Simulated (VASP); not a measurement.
A run of VASP 6.6.1 is set up as follows.

Contents of INCAR:

```
PREC = Accurate ; ENCUT = 500
EDIFF = 1E-6 ; ISMEAR = 0
SIGMA = 0.01 ; LREAL = False
LASPH = True ; NELM = 120
ALGO = Normal ; ISIF = 2
LWAVE = False ; LCHARG = False
GGA = PE ; NBANDS = 16
GGA_COMPAT = False
```

The input KPOINTS:

```
regular mesh
0
Gamma
  6 6 6
```

File POSCAR:

```
CdSe
1.0
    0.0000000000      3.1500537359      3.1500537359
    3.1500537359      0.0000000000      3.1500537359
    3.1500537359      3.1500537359      0.0000000000
Cd Se
1 1
Direct
    0.0000000000      0.0000000000      0.0000000000
    0.7500000000      0.7500000000      0.7500000000
```

Potentials or basis: VASP PAW PBE potentials, release 64 (Cd, Se).

Launch:

```sh
$ cat potpaw_PBE.64/Cd/POTCAR potpaw_PBE.64/Se/POTCAR > POTCAR
$ mpirun -np 1 vasp_std > vasp.out
```

Q: What does it give for the band gap on the k mesh?

A: 0.39 eV, direct.

Q: Predict the pressure.

A: -1.8 GPa.
